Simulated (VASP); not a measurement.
# BaO: single point with PBEsol

Crystal: BaO.

```
Ba O
1.0
     0.00000    2.53000    2.53000
     2.53000    0.00000    2.53000
     2.53000    2.53000    0.00000
Ba O
1 1
Direct
  0.00000 0.00000 0.00000
  0.50000 0.50000 0.50000
```

This cell differs from its parent crystal: strain -0.080 along x and y, -0.080 along z.

```json
{
 "Program": "VASP 6.6.1",
 "Task": "single point",
 "Functional": "PBEsol",
 "Potentials or basis": "VASP PAW PBE potentials, release 64 (Ba_sv, O)",
 "Cutoff": "600 eV",
 "k mesh": "8 × 8 × 8",
 "Occupations": "gaussian, width 0.05 eV",
 "Spin": "no spin polarisation"
}
```

```json
{
  "Pressure": "38.6 GPa",
  "Band gap on the k mesh": "0.41 eV"
}
```

Levels at points of the mesh, in eV from the valence-band top:
```
           k point  band 5  band 6  band 7  band 8  band 9  band 10  band 11  band 12
(0.00, 0.00, 0.00)  -10.21   -1.32   -1.32   -1.32    4.03     4.03     4.03     4.52
(0.50, 0.00, 0.00)  -10.37   -3.46   -3.20   -3.20    4.82     7.68     7.68     9.25
(0.50, 0.50, 0.00)  -11.48   -0.67   -0.67    0.00    0.41     6.95     9.89    10.84
```

It took 23 s on 1 thread of Intel Xeon 8259CL, on a shared host, peak memory 0.15 GiB.

Caveat: the cell differs from its parent crystal (strain -0.080 along x and y, -0.080 along z); the cell stands under pressure; semilocal functionals underestimate gaps, and a narrow one can read as zero; the PAW data sets were made with another functional, which shifts forces and pressure a little; spin-orbit coupling is left out, which moves the levels of the heavy elements. A k mesh can miss the band edges.
